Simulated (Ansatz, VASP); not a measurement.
## AlRu in VASP and in Ansatz

File INCAR:

```
PREC = Accurate
ENCUT = 520
EDIFF = 1E-7
ISMEAR = 1
SIGMA = 0.2
LREAL = F
LASPH = T
NELM = 150
ALGO = Fast
ISIF = 2
LWAVE = F
LCHARG = T
MAGMOM = 0 0 0 0 0 0
LORBIT = 11
LSORBIT = T
GGA_COMPAT = F
LORBMOM = T
LMAXMIX = 4
GGA = PE
LVHAR = T
NBANDS = 29
```

File KPOINTS:

```
regular mesh
0
Gamma
  7 7 7
```

POSCAR

```
AlRu
1.0
    2.9916000000      0.0000000000      0.0000000000
    0.0000000000      2.9916000000      0.0000000000
    0.0000000000      0.0000000000      2.9916000000
Ru Al
1 1
Direct
    0.5000000000      0.5000000000      0.5000000000
    0.0000000000      0.0000000000      0.0000000000
```

The input input.yaml:

```yaml
crystal:
  lattice:
    - [2.9916, 0.0, 0.0]
    - [0.0, 2.9916, 0.0]
    - [0.0, 0.0, 2.9916]
  atoms:
    - { symbol: Ru, position: [0.5, 0.5, 0.5] }
    - { symbol: Al, position: [0.0, 0.0, 0.0] }
kpoints:
  mp_grid: { grid: [7, 7, 7] }
scf:
  occupations: { method: methfessel_paxton, width: 0.2 }
hamiltonian:
  xc: pbe
  pseudopotentials: { kind: all_electron, lapw: { basis_error: 0.001 } }
magnetization:
  noncollinear: true
  spin_orbit: true
output:
  forces: true
  stress: true
  eigenvalues: true
```

Alike in both runs: task single point; functional PBE; k mesh 7 × 7 × 7; occupations methfessel-paxton of order 1, width 0.2 eV; non-collinear spin, spin-orbit coupling.

|  | VASP | Ansatz |
| --- | --- | --- |
| version | VASP 6.6.1 | Ansatz 0.2.0 |
| potentials or method | VASP PAW PBE potentials, release 64 (Ru_pv, Al), cutoff 520 eV | all-electron LAPW, relativistic spinors |

VASP gave:

- pressure (GPa): 2.6
- net moment per atom (μB): 0.00

Task: What did Ansatz give for the same quantities?

Result: Pressure (GPa): 2.5; net moment per atom (μB): 0.00.

Ansatz ran all-electron here, and VASP with PAW potentials.

Noted on Ansatz's run: the k mesh is thin for a metal, which can move the energy by tens of meV per atom.
